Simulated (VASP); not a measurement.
Sb: single point with PBEsol

Sb:

```
CELL_PARAMETERS angstrom
2.16000 1.24708 3.69712
-2.16000 1.24708 3.69712
0.00000 -2.49416 3.69712
ATOMIC_POSITIONS crystal
Sb 0.23554 0.23554 0.23554
Sb 0.76446 0.76446 0.76446
```

```json
{"Program": "VASP 6.6.1", "Task": "single point", "Functional": "PBEsol", "Potentials or basis": "VASP PAW PBE potentials, release 64 (Sb)", "Cutoff": "520 eV", "k mesh": "12 × 12 × 12", "Occupations": "gaussian, width 0.05 eV", "Spin": "no spin polarisation"}
```

- Pressure: 0.1 GPa
- Largest force: 0.049 eV/Å
- Band gap on the k mesh: zero (bands 5 and 6 overlap by 0.27 eV)

Forces in eV/Å, atoms in the order of the input:
```
Sb   0.000  0.000  0.049
Sb   0.000  0.000 -0.049
```

Stress tensor (GPa, compression positive):
```
0.18 0.00 0.00
0.00 0.18 0.00
0.00 0.00 0.02
```

Levels at points of the mesh, in eV from the Fermi level:
```tsv
k point	band 1	band 2	band 3	band 4	band 5	band 6	band 7	band 8	band 9	band 10
(0.00, 0.00, 0.00)	-12.72	-4.69	-1.95	-1.77	-1.77	2.31	2.83	2.83	4.99	4.99
(0.50, 0.00, 0.00)	-10.31	-9.67	-1.76	-1.60	-0.26	-0.17	0.23	0.37	7.78	8.48
(0.50, 0.50, 0.00)	-10.31	-7.88	-5.52	-3.74	-3.68	1.58	5.08	5.51	7.12	8.84
(0.50, 0.50, 0.50)	-11.01	-9.08	-1.23	-1.23	-0.46	0.02	0.02	1.01	7.22	8.83
```

It took 56 s on 1 thread of AMD EPYC 9R45 96-Core Processor (Zen 5) (shared host), peak memory 0.24 GiB.

Caveat: the PAW data sets were made with another functional, which shifts forces and pressure a little; spin-orbit coupling is left out, which moves the levels of the heavy elements.
